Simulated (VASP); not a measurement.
Here is a VASP 6.6.1 calculation.

INCAR

```
SYSTEM = Na2YMgC6N6
ALGO     = Normal         ! electronic algorithm
EDIFF    = 1E-6           ! SCF threshold, eV
ENCUT    = 520            ! plane-wave cutoff, eV
GGA      = PE             ! functional
ISIF     = 2              ! what is computed and relaxed
ISMEAR   = 0              ! smearing method
ISPIN    = 2              ! spin polarisation
LASPH    = .TRUE.         ! aspherical terms in the spheres
LCHARG   = .FALSE.        ! write CHGCAR
LMAXMIX  = 4              ! l up to which the mixer works
LORBIT   = 11             ! projections on sites
LREAL    = Auto         
LWAVE    = .FALSE.        ! write WAVECAR
MAGMOM   = 0 0 0 0 1 1 1 1 1 1 1 1 1 1 1 1 ! initial moments
NBANDS   = 58             ! bands
NELM     = 150            ! most SCF steps
PREC     = Accurate       ! precision mode
SIGMA    = 0.1            ! smearing width, eV
```

KPOINTS

```
k-points
0
G
  4 4 4
  0 0 0
```

The input POSCAR:

```
Na2YMgC6N6
1.0
    0.0000000000      5.8025653246      5.8025653246
    5.8025653246      0.0000000000      5.8025653246
    5.8025653246      5.8025653246      0.0000000000
Na Y Mg C N
2 1 1 6 6
Direct
    0.2500000000      0.2500000000      0.2500000000
    0.7500000000      0.7500000000      0.7500000000
    0.5000000000      0.5000000000      0.5000000000
    0.0000000000      0.0000000000      0.0000000000
    0.8040884165      0.1959115835      0.1959115835
    0.1959115835      0.8040884165      0.1959115835
    0.1959115835      0.1959115835      0.8040884165
    0.1959115835      0.8040884165      0.8040884165
    0.8040884165      0.1959115835      0.8040884165
    0.8040884165      0.8040884165      0.1959115835
    0.7027488197      0.2972511803      0.2972511803
    0.2972511803      0.7027488197      0.2972511803
    0.2972511803      0.2972511803      0.7027488197
    0.2972511803      0.7027488197      0.7027488197
    0.7027488197      0.2972511803      0.7027488197
    0.7027488197      0.7027488197      0.2972511803
```

Potentials or basis: VASP PAW PBE potentials, release 64 (Na_pv, Y_sv, Mg, C, N).

Command:

```sh
$ cat potpaw_PBE.64/Na_pv/POTCAR potpaw_PBE.64/Y_sv/POTCAR potpaw_PBE.64/Mg/POTCAR potpaw_PBE.64/C/POTCAR potpaw_PBE.64/N/POTCAR > POTCAR
$ mpirun -np 1 vasp_std > vasp.out
```

Problem. Estimate the pressure.

Solution. 0.3 GPa.

Problem. What does it give for the largest force?

Solution. 0.408 eV/Å.

Problem. What does it give for the net moment?

Solution. 0.00 μB per cell.

Forces in eV/Å, atoms in the order of the input:
```
Na   0.000  0.000  0.000
Na   0.000  0.000  0.000
Y    0.000  0.000  0.000
Mg   0.000  0.000  0.000
C   -0.408  0.000  0.000
C    0.000 -0.408  0.000
C    0.000  0.000 -0.408
C    0.408  0.000  0.000
C    0.000  0.408  0.000
C    0.000  0.000  0.408
N    0.380  0.000  0.000
N    0.000  0.380  0.000
N    0.000  0.000  0.380
N   -0.380  0.000  0.000
N    0.000 -0.380  0.000
N    0.000  0.000 -0.380
```
